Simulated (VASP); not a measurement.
# TePb (I4/mmm) in VASP: notebook

The runs below take TePb through electric field gradients, with PBEsol.

All numbers are computed with VASP 6.6.1; they aren't measurements. Logs are shortened: lines on timing, memory, paths and dates and some standing lists are left out, and cuts for length are marked.

## (1) The cell of the first run

It takes space group I4/mmm (No. 139, tetragonal). Conventional cell: a = 4.472 Å, b = 4.472 Å, c = 6.454 Å, α = 90.00°, β = 90.00°, γ = 90.00°. Te (site symmetry 4/mmm) has 6 Pb at 3.16 to 3.23 Å within 4.2 Å. Within 4.2 Å of Pb (site symmetry 4/mmm) lie 6 Te at 3.16 to 3.23 Å.

## (2) Electric field gradients, PBEsol (equal xx and yy strain of -2 %)

INCAR

```
PREC = Accurate
ENCUT = 520
EDIFF = 1E-8
ISMEAR = -1
SIGMA = 0.03
LREAL = False
LASPH = True
NELM = 100
ALGO = Normal
ISIF = 2
LWAVE = False
LCHARG = False
GGA = PS
LEFG = True
NBANDS = 17
```

KPOINTS

```
regular mesh
0
Gamma
  10 10 10
```

POSCAR

```
TePb
1.0
    0.0000000000      3.1624600000      3.2270000000
    3.1624600000      0.0000000000      3.2270000000
    3.1624600000      3.1624600000      0.0000000000
Te Pb
1 1
Direct
    0.5000000000      0.5000000000      0.5000000000
    0.0000000000      0.0000000000      0.0000000000
```

Potentials or basis: VASP PAW PBE potentials, release 64 (Te, Pb_d).

Started as:

```console
> cat potpaw_PBE.64/Te/POTCAR potpaw_PBE.64/Pb_d/POTCAR > POTCAR
> mpirun -np 1 vasp_std > vasp.out
```

OUTCAR:

```text
PREC = Accurate
   ENCUT = 520
   EDIFF = 1E-8
   ISMEAR = -1
   LREAL = False
   LASPH = True
   NELM = 100
   ISIF = 2
   GGA = PS

 ion  position               nearest neighbor table
   1  0.500  0.500  0.500-   2 3.16   2 3.16   2 3.16   2 3.16   2 3.23   2 3.23
   2  0.000  0.000  0.000-   1 3.16   1 3.16   1 3.16   1 3.16   1 3.23   1 3.23

  LATTYP: Found a body centered tetragonal cell.
 ALAT       =     4.4723938225
 C/A-ratio  =     1.4430750636

  Lattice vectors:

 A1 = (  -3.1624600000,   0.0000000000,   3.2270000000)
 A2 = (   3.1624600000,   0.0000000000,   3.2270000000)
 A3 = (   0.0000000000,   3.1624600000,  -3.2270000000)

Analysis of symmetry for initial positions (statically):
=====================================================================
 Subroutine PRICEL returns:
 Original cell was already a primitive cell.

 Routine SETGRP: Setting up the symmetry group for a
 body centered tetragonal supercell.

 Subroutine GETGRP returns: Found 16 space group operations
 (whereof 16 operations were pure point group operations)
 out of a pool of 16 trial point group operations.

The static configuration has the point symmetry D_4h.

Analysis of symmetry for dynamics (positions and initial velocities):
=====================================================================
 Subroutine PRICEL returns:
 Original cell was already a primitive cell.

 Routine SETGRP: Setting up the symmetry group for a
 body centered tetragonal supercell.

 Subroutine GETGRP returns: Found 16 space group operations
 (whereof 16 operations were pure point group operations)
 out of a pool of 16 trial point group operations.

The dynamic configuration has the point symmetry D_4h.

 Subroutine INISYM returns: Found 16 space group operations
 (whereof 16 operations are pure point group operations),
 and found     1 'primitive' translations

----------------------------------------------------------------------------------------

                                     Primitive cell

  volume of cell :      64.5474

  direct lattice vectors                    reciprocal lattice vectors
     0.000000000  3.162460000  3.227000000    -0.158104767  0.158104767  0.154942671
     3.162460000  0.000000000  3.227000000     0.158104767 -0.158104767  0.154942671
     3.162460000  3.162460000  0.000000000     0.158104767  0.158104767 -0.154942671

  length of vectors
     4.518260976  4.518260976  4.472393822     0.272032104  0.272032104  0.272032104

  position of ions in fractional coordinates (direct lattice)
     0.500000000  0.500000000  0.500000000
     0.000000000  0.000000000  0.000000000

  ion indices of the primitive-cell ions
   primitive index   ion index
                 1           1
                 2           2

----------------------------------------------------------------------------------------

 KPOINTS: regular mesh

Automatic generation of k-mesh.
 Grid dimensions read from file:
 generate k-points for:   10   10   10

 Generating k-lattice:

  Cartesian coordinates                     Fractional coordinates (reciprocal lattice)
    -0.015810477  0.015810477  0.015494267     0.100000000 -0.000000000  0.000000000
     0.015810477 -0.015810477  0.015494267    -0.000000000  0.100000000  0.000000000
     0.015810477  0.015810477 -0.015494267     0.000000000  0.000000000  0.100000000

  Length of vectors
     0.027203210  0.027203210  0.027203210

  Shift w.r.t. Gamma in fractional coordinates (k-lattice)
     0.000000000  0.000000000  0.000000000

 Subroutine IBZKPT returns following result:
 ===========================================

 Found    102 irreducible k-points:

 Following reciprocal coordinates:
            Coordinates               Weight
  0.000000  0.000000  0.000000      1.000000
  0.100000 -0.000000  0.000000      8.000000
  0.200000 -0.000000  0.000000      8.000000
  0.300000  0.000000  0.000000      8.000000
  0.400000 -0.000000  0.000000      8.000000
  0.500000  0.000000  0.000000      4.000000
[... 16 lines left out ...]
  0.300000  0.300000  0.000000      2.000000
  0.400000  0.300000  0.000000      8.000000
 [... further k-points ...]
   k-points           NKPTS =    102   k-points in BZ     NKDIM =    102   number of bands    NBANDS=     17
   number of dos      NEDOS =    301   number of ions     NIONS =      2
   total plane-waves  NPLWV =  46656
   dimension x,y,z NGX =    36 NGY =   36 NGZ =   36
   dimension x,y,z NGXF=    72 NGYF=   72 NGZF=   72
   ions per type =               1   1
   NGX,Y,Z   is equivalent  to a cutoff of  13.25, 13.25, 13.38 a.u.
   NGXF,Y,Z  is equivalent  to a cutoff of  26.49, 26.49, 26.76 a.u.
 SYSTEM =  unknown system
   PREC   = accura    normal or accurate (medium, high low for compatibility)
   ISTART =      0    job   : 0-new  1-cont  2-samecut
   ICHARG =      2    charge: 1-file 2-atom 10-const
   ISPIN  =      1    spin polarized calculation?
   LNONCOLLINEAR =      F non collinear calculations
   LSORBIT =      F    spin-orbit coupling
   LASPH  =      T    aspherical Exc in radial PAW
   ENCUT  =  520.0 eV  38.22 Ry    6.18 a.u.   8.40  8.40  8.32*2*pi/ulx,y,z
   NELM   =    100;   NELMIN=  2; NELMDL= -5     # of ELM steps
   EDIFF  = 0.1E-07   stopping-criterion for ELM
   LREAL  =      F    real-space projection
   EDIFFG = 0.1E-06   stopping-criterion for IOM
   NSW    =      0    number of steps for IOM
   IBRION =     -1    ionic relax: 0-MD 1-quasi-New 2-CG
   NFREE  =      0    steps in history (QN), initial steepest desc. (CG)
   ISIF   =      2    stress and relaxation
   ISYM   =      2    0-nonsym 1-usesym 2-fastsym
   POTIM  = 0.5000    time-step for ionic-motion
   TEBEG  =    0.0;   TEEND  =   0.0 temperature during run
   PSTRESS=    0.0 pullay stress
   NELECT =      20.0000    total number of electrons
   NUPDOWN=      -1.0000    fix difference up-down
   EMIN   =  10.00;   EMAX   =-10.00  energy-range for DOS
   EFERMI =   0.00;   METHOD = LEGACY
   ISMEAR =    -1;   SIGMA  =   0.03  broadening in eV -4-tet -1-fermi 0-gaus
   EFERMI_NEDOS =   21; number of points for ismear=-14 and -15
   IALGO  =     38    algorithm
   IMIX   =      4    mixing-type and parameters
     AMIX     =   0.40;   BMIX     =  1.00
     AMIX_MAG =   1.60;   BMIX_MAG =  1.00
  volume/ion in A,a.u.               =      32.27       217.79
  Fermi-wavevector in a.u.,A,eV,Ry     =   1.107793  2.093425 16.697132  1.227205
  Thomas-Fermi vector in A             =   2.244312
   LORBIT       =      0    0 simple, 1 ext, 2 COOP (PROOUT), +10 PAW based schemes
   GGA     = PS    functional components
   LHFCALC =     F    Hartree Fock is set to
   AEXX    =    0.0000 exact exchange contribution
   IVDW    =     0    specifies the selected vdW correction
   LEPSILON=     F    determine dielectric tensor
   LRPA    =     F    only Hartree local field effects (RPA)
 non-spin polarized calculation
  energy-cutoff  :      520.00
  volume of cell :       64.55
 maximum number of plane-waves:      1757
 NGX is ok and might be reduce to    36
   NGX = 17   NGY = 17   NGZ = 17

 number of electron      19.9999998 magnetization

 Free energy of the ion-electron system (eV)
  ---------------------------------------------------
  ext. energy  EPLUGINS =         0.00000000
  ---------------------------------------------------
  free energy    TOTEN  =        -8.23938487 eV

  energy without entropy =       -8.23938431  energy(sigma->0) =       -8.23938459

 E-fermi :   6.3411     XC(G=0):  -9.6680

 val. band max:        6.0678495918   @ k =   0.5000   0.0000   0.0000
 cond. band min:       6.6130599023   @ k =   0.5000   0.0000   0.0000
 fundamental gap:      0.5452103105
 Fermi energy:         6.3411009022

 k-point     1 :       0.0000    0.0000    0.0000
  band No.  band energies     occupation
      1     -10.6695      2.00000
      2     -10.6626      2.00000
      3     -10.6524      2.00000
      4     -10.6524      2.00000
      5     -10.6485      2.00000
      6      -6.3712      2.00000
[... 9 lines left out ...]
     16      11.7405      0.00000
     17      13.1161      0.00000

 k-point     2 :       0.1000   -0.0000    0.0000
  band No.  band energies     occupation
      1     -10.6707      2.00000
      2     -10.6643      2.00000
      3     -10.6519      2.00000
      4     -10.6508      2.00000
      5     -10.6471      2.00000
      6      -6.2795      2.00000
[... 9 lines left out ...]
     16      11.9348      0.00000
     17      13.9299      0.00000

 k-point     3 :       0.2000   -0.0000    0.0000
  band No.  band energies     occupation
      1     -10.6745      2.00000
      2     -10.6694      2.00000
      3     -10.6509      2.00000
      4     -10.6459      2.00000
      5     -10.6423      2.00000
      6      -6.0103      2.00000
[... 9 lines left out ...]
     16      12.4612      0.00000
     17      15.4091      0.00000

 k-point     4 :       0.3000    0.0000    0.0000
  band No.  band energies     occupation
      1     -10.6797      2.00000
      2     -10.6761      2.00000
      3     -10.6501      2.00000
      4     -10.6395      2.00000
      5     -10.6354      2.00000
      6      -5.5878      2.00000
[... 9 lines left out ...]
     16      13.2974      0.00000
     17      16.9373      0.00000

 k-point     5 :       0.4000   -0.0000    0.0000
  band No.  band energies     occupation
      1     -10.6842      2.00000
      2     -10.6815      2.00000
      3     -10.6496      2.00000
      4     -10.6343      2.00000
      5     -10.6296      2.00000
      6      -5.0920      2.00000
[... 9 lines left out ...]
     16      14.4156      0.00000
     17      16.5348      0.00000

 k-point     6 :       0.5000    0.0000    0.0000
  band No.  band energies     occupation
      1     -10.6859      2.00000
      2     -10.6836      2.00000
      3     -10.6495      2.00000
      4     -10.6322      2.00000
      5     -10.6273      2.00000
      6      -4.8098      2.00000
[... 9 lines left out ...]
     16      15.2553      0.00000
     17      15.4206      0.00000
[... 281 lines left out ...]
 k-point    21 :      -0.3000    0.2000    0.0000
  band No.  band energies     occupation
      1     -10.6901      2.00000
      2     -10.6795      2.00000
      3     -10.6465      2.00000
      4     -10.6361      2.00000
      5     -10.6314      2.00000
      6      -4.9776      2.00000
[... 9 lines left out ...]
     16      14.8249      0.00000
     17      15.6450      0.00000

 k-point    22 :      -0.2000    0.2000    0.0000
  band No.  band energies     occupation
      1     -10.6806      2.00000
      2     -10.6787      2.00000
      3     -10.6499      2.00000
      4     -10.6413      2.00000
      5     -10.6318      2.00000
      6      -5.4305      2.00000
[... 9 lines left out ...]
     16      14.4290      0.00000
     17      15.2225      0.00000

 k-point    23 :       0.3000    0.3000    0.0000
  band No.  band energies     occupation
      1     -10.7149      2.00000
      2     -10.6562      2.00000
      3     -10.6544      2.00000
      4     -10.6329      2.00000
      5     -10.6329      2.00000
      6      -5.3959      2.00000
[... 9 lines left out ...]
     16      15.1043      0.00000
     17      15.2414      0.00000

 k-point    24 :       0.4000    0.3000    0.0000
  band No.  band energies     occupation
      1     -10.7241      2.00000
      2     -10.6559      2.00000
      3     -10.6555      2.00000
      4     -10.6297      2.00000
      5     -10.6283      2.00000
      6      -5.0680      2.00000
[... 9 lines left out ...]
     16      15.8185      0.00000
     17      16.1776      0.00000

 [... further k-points ...]
[... 5 lines left out ...]
  --------------------------------------------------------------------------------------
  -------------------------------------------------------------------------------------
  Total        1.0784817      1.0784817     -0.0375050      0.0000000     -0.0000000     -0.0000000
  in kB       26.7697512     26.7697512     -0.9309382      0.0000000     -0.0000000     -0.0000000
  external PRESSURE =      17.5361881 kB  Pullay stress =       0.0000000 kB

 VOLUME and BASIS-vectors are now :
 -----------------------------------------------------------------------------
  energy-cutoff  :      520.00
  volume of cell :       64.55
      direct lattice vectors                 reciprocal lattice vectors
     0.000000000  3.162460000  3.227000000    -0.158104767  0.158104767  0.154942671
     3.162460000  0.000000000  3.227000000     0.158104767 -0.158104767  0.154942671
     3.162460000  3.162460000  0.000000000     0.158104767  0.158104767 -0.154942671

 POSITION                                       TOTAL-FORCE (eV/Angst)
 -----------------------------------------------------------------------------------
      3.16246      3.16246      3.22700         0.000000     -0.000000      0.000000
      0.00000      0.00000      0.00000        -0.000000      0.000000     -0.000000
 -----------------------------------------------------------------------------------
    total drift:                               -0.000000      0.000000      0.000000

  FREE ENERGIE OF THE ION-ELECTRON SYSTEM (eV)
  ---------------------------------------------------
  free  energy   TOTEN  =        -8.2393848723 eV

  energy  without entropy=       -8.2393843073  energy(sigma->0) =       -8.23938459

 Electric field gradients (V/A^2)
---------------------------------------------------------------------
 ion       V_xx      V_yy      V_zz      V_xy      V_xz      V_yz
---------------------------------------------------------------------
   1      -5.439    -5.439    10.877    -0.000    -0.000    -0.000
   2     -33.768   -33.768    67.535     0.001     0.001     0.001
---------------------------------------------------------------------

 Electric field gradients after diagonalization (V/A^2)
 (convention: |V_zz| > |V_xx| > |V_yy|)
----------------------------------------------------------------------
 ion       V_xx      V_yy      V_zz     asymmetry (V_yy - V_xx)/ V_zz
----------------------------------------------------------------------
   1      -5.439    -5.439    10.877       0.000
   2     -33.769   -33.766    67.535       0.000
----------------------------------------------------------------------

           NMR quadrupolar parameters

 Cq : quadrupolar parameter    Cq=e*Q*V_zz/h
 eta: asymmetry parameters     (V_yy - V_xx)/ V_zz
 Q  : nuclear electric quadrupole moment in mb (millibarn)
----------------------------------------------------------------------
 ion       Cq(MHz)       eta       Q (mb)
----------------------------------------------------------------------
   1       0.026       0.000       1.000
   2       0.163       0.000       1.000
----------------------------------------------------------------------
```

It took 1.8 min on 1 thread of Intel Xeon Platinum 8488C (Sapphire Rapids), shared host; peak memory 0.28 GiB.

Results:

- Free energy: -8.2394 eV
- Pressure: 1.8 GPa
- Band gap on the k mesh: 0.55 eV
- Largest electric field gradient by atom: Te +10.9; Pb +67.5 V/Å²

Stress tensor (GPa, compression positive):
```
 2.68  0.00  0.00
 0.00  2.68  0.00
 0.00  0.00 -0.09
```

Levels at points of the mesh, in eV from the valence-band top:
```
           k point  band 7  band 8  band 9  band 10  band 11  band 12  band 13  band 14
(0.00, 0.00, 0.00)   -5.52   -1.60   -1.60    -1.40     3.76     4.24     4.24     5.55
(0.50, 0.00, 0.00)   -8.88   -1.07   -1.00     0.00     0.55     1.07     1.15     8.32
(0.50, 0.50, 0.00)   -7.29   -4.88   -3.06    -3.06     3.04     5.66     5.66     6.72
(0.50, 0.00, 0.50)   -7.46   -4.92   -3.22    -3.00     2.97     5.31     5.83     7.01
```

Electric field gradients, principal values (V/Å²):
```csv
atom,least,middle,greatest (by size)
1 Te,-5.439,-5.439,10.877
2 Pb,-33.766,-33.769,67.535
```

Caveat: the cell differs from its parent crystal (equal xx and yy strain of -2 %); without QUAD_EFG the Cq values of the log hold for a quadrupole moment of 1 mb, not for the nuclei; the PAW data sets were made with another functional, which shifts forces and pressure a little; spin-orbit coupling is left out, which moves the levels of the heavy elements.

(Continued in part 2 of 2.)
